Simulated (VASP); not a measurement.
# SrP4 in VASP: a series of runs

Runs on SrP4. Level: PBE. Tasks: single point.

Everything below comes from runs of VASP 6.6.1. Logs are shortened: lines on timing, memory, paths and dates and some standing lists are left out, and cuts for length are marked.

### Step 1. The cell of the first run

The cell holds a disordered packing, 10 atoms: a = 5.938 Å, b = 5.831 Å, c = 6.521 Å, α = 82.09°, β = 87.66°, γ = 90.58°.

### Step 2. Single point, PBE

INCAR reads:

```
SYSTEM = SrP4
PREC     = Accurate       ! precision mode
ENCUT    = 520            ! plane-wave cutoff, eV
EDIFF    = 1E-6           ! SCF threshold, eV
ISMEAR   = 1              ! smearing method
SIGMA    = 0.15           ! smearing width, eV
LREAL    = .FALSE.        ! projectors in reciprocal space
LASPH    = .TRUE.         ! aspherical terms in the spheres
NELM     = 100            ! most SCF steps
ALGO     = Normal         ! electronic algorithm
ISIF     = 2              ! what is computed and relaxed
LWAVE    = .FALSE.        ! write WAVECAR
LCHARG   = .TRUE.         ! write CHGCAR
GGA      = PE             ! functional
LELF     = .TRUE.         ! ELF
LVHAR    = .TRUE.       
NBANDS   = 41             ! bands
```

KPOINTS reads:

```
Automatic mesh
0
G
  3 3 2
  0 0 0
```

POSCAR reads:

```
SrP4
1.0
    5.9161400000     -0.4996750000      0.0827200000
    0.4309990000      5.8150800000      0.0288350000
    0.2490260000      0.8489340000      6.4604380000
Sr P
2 8
Direct
    0.2954774747      0.7396975302      0.5823849598
    0.0011040249      0.2987361324      0.1499741378
    0.9595621273      0.0864810420      0.6565092553
    0.1699778769      0.9045113954     -0.0082779459
    0.3038102152      0.1493100366      0.7921211324
    0.8144413415      0.7396503526      0.8579041536
    0.7335811005      0.6536455178      0.4509928433
    0.6771509800      0.9113875411      0.0850348244
    0.4702323518      0.4780394864      0.0315189328
    0.5008600198      0.3217432415      0.4007773765
```

Potentials or basis: VASP PAW PBE potentials, release 64 (Sr_sv, P).

Command:

```console
cat potpaw_PBE.64/Sr_sv/POTCAR potpaw_PBE.64/P/POTCAR > POTCAR
mpirun -np 1 vasp_std > vasp.out
```

OUTCAR:

```text
SYSTEM = SrP4
   PREC = Accurate
   ENCUT = 520
   EDIFF = 1E-6
   ISMEAR = 1
   LREAL = .FALSE.
   LASPH = .TRUE.
   NELM = 100
   ISIF = 2
   GGA = PE

 ion  position               nearest neighbor table
   1  0.295  0.740  0.582-   7 2.78   5 2.91   3 2.93   4 3.03  10 3.09   6 3.31   9 3.32   7 3.53
                             5 3.53  10 3.62   6 3.63   8 3.89   4 3.94   2 4.43   2 4.46   2 4.49
   2  0.001  0.299  0.150-   4 2.82   9 3.00   8 3.04   5 3.11   6 3.22  10 3.34   3 3.36   7 3.40
                             9 3.42  10 3.46   3 3.62   4 3.66   1 4.43   1 4.46   1 4.49
   3  0.960  0.086  0.657-   5 2.31   6 2.39   4 2.66   1 2.93   2 3.36   2 3.62
   4  0.170  0.905  0.992-   5 1.94   6 2.55   3 2.66   2 2.82   1 3.03   2 3.66   1 3.94
   5  0.304  0.149  0.792-   4 1.94   3 2.31  10 2.81   9 2.83   1 2.91   2 3.11   1 3.53
   6  0.814  0.740  0.858-   8 2.05   3 2.39   4 2.55   9 2.66   7 2.83   2 3.22   1 3.31   1 3.63

   7  0.734  0.654  0.451-  10 2.43   8 2.67   1 2.78   6 2.83   2 3.40   1 3.53
   8  0.677  0.911  0.085-   6 2.05   7 2.67   9 2.87   2 3.04   1 3.89
   9  0.470  0.478  0.032-  10 2.47   6 2.66   5 2.83   8 2.87   2 3.00   1 3.32   2 3.42
  10  0.501  0.322  0.401-   7 2.43   9 2.47   5 2.81   1 3.09   2 3.34   2 3.46   1 3.62

  LATTYP: Found a triclinic cell.
 ALAT       =     8.1278064332
 B/A-ratio  =     0.7174262509
 C/A-ratio  =     0.7305513430
 COS(alpha) =     0.0102072695
 COS(beta)  =     0.0401338226
 COS(gamma) =     0.6070699074

  Lattice vectors:

 A1 = (  -0.1819730000,  -4.9661460000,   6.4316030000)
 A2 = (  -0.4309990000,  -5.8150800000,  -0.0288350000)
 A3 = (   5.9161400000,  -0.4996750000,   0.0827200000)

Analysis of symmetry for initial positions (statically):
=====================================================================
 Subroutine PRICEL returns:
 Original cell was already a primitive cell.

 Routine SETGRP: Setting up the symmetry group for a
 triclinic supercell.

 Subroutine GETGRP returns: Found  1 space group operations
 (whereof  1 operations were pure point group operations)
 out of a pool of  2 trial point group operations.

The static configuration has the point symmetry C_1 .

Analysis of symmetry for dynamics (positions and initial velocities):
=====================================================================
 Subroutine PRICEL returns:
 Original cell was already a primitive cell.

 Routine SETGRP: Setting up the symmetry group for a
 triclinic supercell.

 Subroutine GETGRP returns: Found  1 space group operations
 (whereof  1 operations were pure point group operations)
 out of a pool of  2 trial point group operations.

The dynamic configuration has the point symmetry C_1 .

 Subroutine INISYM returns: Found  1 space group operations
 (whereof  1 operations are pure point group operations),
 and found     1 'primitive' translations

----------------------------------------------------------------------------------------

                                     Primitive cell

  volume of cell :     223.4107

  direct lattice vectors                    reciprocal lattice vectors
     5.916140000 -0.499675000  0.082720000     0.168046927 -0.012431192 -0.004844067
     0.430999000  5.815080000  0.028835000     0.014763585  0.170986676 -0.023037590
     0.249026000  0.848934000  6.460438000    -0.002217582 -0.000603998  0.154953115

  length of vectors
     5.937779905  5.831101697  6.520733244     0.168575707  0.173162170  0.154970159

  position of ions in fractional coordinates (direct lattice)
     0.295477475  0.739697530  0.582384960
     0.001104025  0.298736132  0.149974138
     0.959562127  0.086481042  0.656509255
     0.169977877  0.904511395  0.991722054
     0.303810215  0.149310037  0.792121132
     0.814441342  0.739650353  0.857904154
     0.733581100  0.653645518  0.450992843
     0.677150980  0.911387541  0.085034824
     0.470232352  0.478039486  0.031518933
     0.500860020  0.321743242  0.400777377

  ion indices of the primitive-cell ions
   primitive index   ion index
                 1           1
                 2           2
                 3           3
                 4           4
                 5           5
                 6           6
                 7           7
                 8           8
                 9           9
                10          10

----------------------------------------------------------------------------------------

 KPOINTS: Automatic mesh

Automatic generation of k-mesh.
 Grid dimensions read from file:
 generate k-points for:    3    3    2

 Generating k-lattice:

  Cartesian coordinates                     Fractional coordinates (reciprocal lattice)
     0.056015642 -0.004143731 -0.001614689     0.333333333  0.000000000  0.000000000
     0.004921195  0.056995559 -0.007679197    -0.000000000  0.333333333  0.000000000
    -0.001108791 -0.000301999  0.077476557     0.000000000  0.000000000  0.500000000

  Length of vectors
     0.056191902  0.057720723  0.077485080

  Shift w.r.t. Gamma in fractional coordinates (k-lattice)
     0.000000000  0.000000000  0.000000000

 Subroutine IBZKPT returns following result:
 ===========================================

 Found     10 irreducible k-points:

 Following reciprocal coordinates:
            Coordinates               Weight
  0.000000  0.000000  0.000000      1.000000
  0.333333 -0.000000  0.000000      2.000000
  0.000000  0.333333  0.000000      2.000000
  0.333333  0.333333  0.000000      2.000000
 -0.333333  0.333333 -0.000000      2.000000
  0.000000  0.000000  0.500000      1.000000
  0.333333 -0.000000  0.500000      2.000000
  0.000000  0.333333  0.500000      2.000000
  0.333333  0.333333  0.500000      2.000000
 -0.333333  0.333333  0.500000      2.000000
   k-points           NKPTS =     10   k-points in BZ     NKDIM =     10   number of bands    NBANDS=     41
   number of dos      NEDOS =    301   number of ions     NIONS =     10
   total plane-waves  NPLWV = 110592
   dimension x,y,z NGX =    48 NGY =   48 NGZ =   48
   dimension x,y,z NGXF=    96 NGYF=   96 NGZF=   96
   ions per type =               2   8
   NGX,Y,Z   is equivalent  to a cutoff of  13.44, 13.68, 12.24 a.u.
   NGXF,Y,Z  is equivalent  to a cutoff of  26.88, 27.37, 24.48 a.u.
 SYSTEM =  SrP4
   PREC   = accura    normal or accurate (medium, high low for compatibility)
   ISTART =      0    job   : 0-new  1-cont  2-samecut
   ICHARG =      2    charge: 1-file 2-atom 10-const
   ISPIN  =      1    spin polarized calculation?
   LNONCOLLINEAR =      F non collinear calculations
   LSORBIT =      F    spin-orbit coupling
   LASPH  =      T    aspherical Exc in radial PAW
   ENCUT  =  520.0 eV  38.22 Ry    6.18 a.u.  11.04 10.84 12.12*2*pi/ulx,y,z
   NELM   =    100;   NELMIN=  2; NELMDL= -5     # of ELM steps
   EDIFF  = 0.1E-05   stopping-criterion for ELM
   LREAL  =      F    real-space projection
   EDIFFG = 0.1E-04   stopping-criterion for IOM
   NSW    =      0    number of steps for IOM
   IBRION =     -1    ionic relax: 0-MD 1-quasi-New 2-CG
   NFREE  =      0    steps in history (QN), initial steepest desc. (CG)
   ISIF   =      2    stress and relaxation
   ISYM   =      2    0-nonsym 1-usesym 2-fastsym
   POTIM  = 0.5000    time-step for ionic-motion
   TEBEG  =    0.0;   TEEND  =   0.0 temperature during run
   PSTRESS=    0.0 pullay stress
   NELECT =      60.0000    total number of electrons
   NUPDOWN=      -1.0000    fix difference up-down
   EMIN   =  10.00;   EMAX   =-10.00  energy-range for DOS
   EFERMI =   0.00;   METHOD = LEGACY
   ISMEAR =     1;   SIGMA  =   0.15  broadening in eV -4-tet -1-fermi 0-gaus
   EFERMI_NEDOS =   21; number of points for ismear=-14 and -15
   IALGO  =     38    algorithm
   IMIX   =      4    mixing-type and parameters
     AMIX     =   0.40;   BMIX     =  1.00
     AMIX_MAG =   1.60;   BMIX_MAG =  1.00
  volume/ion in A,a.u.               =      22.34       150.76
  Fermi-wavevector in a.u.,A,eV,Ry     =   1.056227  1.995980 15.178869  1.115615
  Thomas-Fermi vector in A             =   2.191455
   LORBIT       =      0    0 simple, 1 ext, 2 COOP (PROOUT), +10 PAW based schemes
   GGA     = PE    functional components
   LHFCALC =     F    Hartree Fock is set to
   AEXX    =    0.0000 exact exchange contribution
   IVDW    =     0    specifies the selected vdW correction
   LEPSILON=     F    determine dielectric tensor
   LRPA    =     F    only Hartree local field effects (RPA)
 non-spin polarized calculation
 Methfessel and Paxton  Order N= 1 SIGMA  =   0.15
  energy-cutoff  :      520.00
  volume of cell :      223.41
 maximum number of plane-waves:      6029
 NGX is ok and might be reduce to    48
   NGX = 23   NGY = 21   NGZ = 25

 number of electron      59.9999998 magnetization

 Free energy of the ion-electron system (eV)
  ---------------------------------------------------
  ext. energy  EPLUGINS =         0.00000000
  ---------------------------------------------------
  free energy    TOTEN  =       -46.13485082 eV

  energy without entropy =      -46.13479198  energy(sigma->0) =      -46.13483121

 E-fermi :   4.8479     XC(G=0):  -9.4865

 val. band max:        4.8099969987   @ k =   0.0000   0.3333   0.0000
 cond. band min:       4.8588995315   @ k =   0.3333   0.3333   0.0000
 fundamental gap:      0.0489025328
 Fermi energy:         4.8478548372

 k-point     1 :       0.0000    0.0000    0.0000
  band No.  band energies     occupation
      1     -30.2039      2.00000
      2     -30.1238      2.00000
      3     -12.4724      2.00000
      4     -12.3506      2.00000
      5     -12.3182      2.00000
      6     -12.2876      2.00000
[... 33 lines left out ...]
     40       8.7225      0.00000
     41       9.0463      0.00000

 k-point     2 :       0.3333   -0.0000    0.0000
  band No.  band energies     occupation
      1     -30.2038      2.00000
      2     -30.1238      2.00000
      3     -12.4644      2.00000
      4     -12.3670      2.00000
      5     -12.3219      2.00000
      6     -12.2991      2.00000
[... 33 lines left out ...]
     40       8.6637      0.00000
     41       9.0529      0.00000

 k-point     3 :       0.0000    0.3333    0.0000
  band No.  band energies     occupation
      1     -30.2037      2.00000
      2     -30.1238      2.00000
      3     -12.4840      2.00000
      4     -12.3686      2.00000
      5     -12.3151      2.00000
      6     -12.2884      2.00000
[... 33 lines left out ...]
     40       8.6831      0.00000
     41       8.9367      0.00000

 k-point     4 :       0.3333    0.3333    0.0000
  band No.  band energies     occupation
      1     -30.2037      2.00000
      2     -30.1237      2.00000
      3     -12.4977      2.00000
      4     -12.3571      2.00000
      5     -12.3212      2.00000
      6     -12.2977      2.00000
[... 209 lines left out ...]
     40       8.6172      0.00000
     41       9.0967      0.00000

 k-point     9 :       0.3333    0.3333    0.5000
  band No.  band energies     occupation
      1     -30.2036      2.00000
      2     -30.1237      2.00000
      3     -12.4956      2.00000
      4     -12.3754      2.00000
      5     -12.3303      2.00000
      6     -12.2976      2.00000
[... 33 lines left out ...]
     40       8.6165      0.00000
     41       8.7014      0.00000

 k-point    10 :      -0.3333    0.3333    0.5000
  band No.  band energies     occupation
      1     -30.2036      2.00000
      2     -30.1237      2.00000
      3     -12.5070      2.00000
      4     -12.3663      2.00000
      5     -12.3274      2.00000
      6     -12.2961      2.00000
[... 33 lines left out ...]
     40       8.5458      0.00000
     41       8.7299      0.00000

------------------------ aborting loop because EDIFF is reached ----------------------------------------

  FORCE on cell =-STRESS in cart. coord.  units (eV):
  Direction    XX          YY          ZZ          XY          YZ          ZX
  --------------------------------------------------------------------------------------
  -------------------------------------------------------------------------------------
  Total        3.3640311      6.6036944      0.1722002     -2.9822194      1.5856439     -6.2155820
  in kB       24.1249586     47.3580205      1.2349238    -21.3868178     11.3713555    -44.5746942
  external PRESSURE =      24.2393010 kB  Pullay stress =       0.0000000 kB

 VOLUME and BASIS-vectors are now :
 -----------------------------------------------------------------------------
  energy-cutoff  :      520.00
  volume of cell :      223.41
      direct lattice vectors                 reciprocal lattice vectors
     5.916140000 -0.499675000  0.082720000     0.168046927 -0.012431192 -0.004844067
     0.430999000  5.815080000  0.028835000     0.014763585  0.170986676 -0.023037590
     0.249026000  0.848934000  6.460438000    -0.002217582 -0.000603998  0.154953115

 POSITION                                       TOTAL-FORCE (eV/Angst)
 -----------------------------------------------------------------------------------
      2.21192      4.64816      3.80823        -0.824295     -0.619420     -0.354069
      0.17263      1.86394      0.97760        -0.715971      1.354298      0.738871
      5.87767      0.58076      4.32321         0.013445      0.872039      0.436712
      1.64242      6.01678      6.44710        -1.197088     -3.707251      3.213598
      2.05900      1.38890      5.14689         1.560205      2.741982     -2.530453
      5.35078      4.62247      5.63113         0.842315     -0.983873     -1.417938
      4.73400      3.81731      2.99314         0.457910     -0.855171     -1.640208
      4.42010      5.03363      0.63166        -1.011873      0.149449      2.090777
      2.99584      2.57163      0.25631         0.356048      0.141700      0.927333
      3.20163      1.96093      2.63991         0.519305      0.906246     -1.464624
 -----------------------------------------------------------------------------------
    total drift:                                0.000079      0.000155      0.000563

  FREE ENERGIE OF THE ION-ELECTRON SYSTEM (eV)
  ---------------------------------------------------
  free  energy   TOTEN  =       -46.1348508207 eV

  energy  without entropy=      -46.1347919803  energy(sigma->0) =      -46.13483121
```

Run time: 52 s. Hardware: 1 thread of Intel Xeon 6975P-C (Granite Rapids), shared host; peak memory 0.34 GiB.

What came out:

| Item | Value |
| --- | --- |
| Free energy | -46.1349 eV |
| Pressure | 2.4 GPa |
| Largest force | 5.050 eV/Å |
| Band gap on the k mesh | zero (bands 30 and 31 overlap by 0.07 eV) |

Forces on the atoms (eV/Å):
```
Sr  -0.824 -0.619 -0.354
Sr  -0.716  1.354  0.739
P    0.013  0.872  0.437
P   -1.197 -3.707  3.214
P    1.560  2.742 -2.530
P    0.842 -0.984 -1.418
P    0.458 -0.855 -1.640
P   -1.012  0.149  2.091
P    0.356  0.142  0.927
P    0.519  0.906 -1.465
```

Caveat: the k points lie up to 0.49 Å⁻¹ apart.

[end of part 1 of 2]
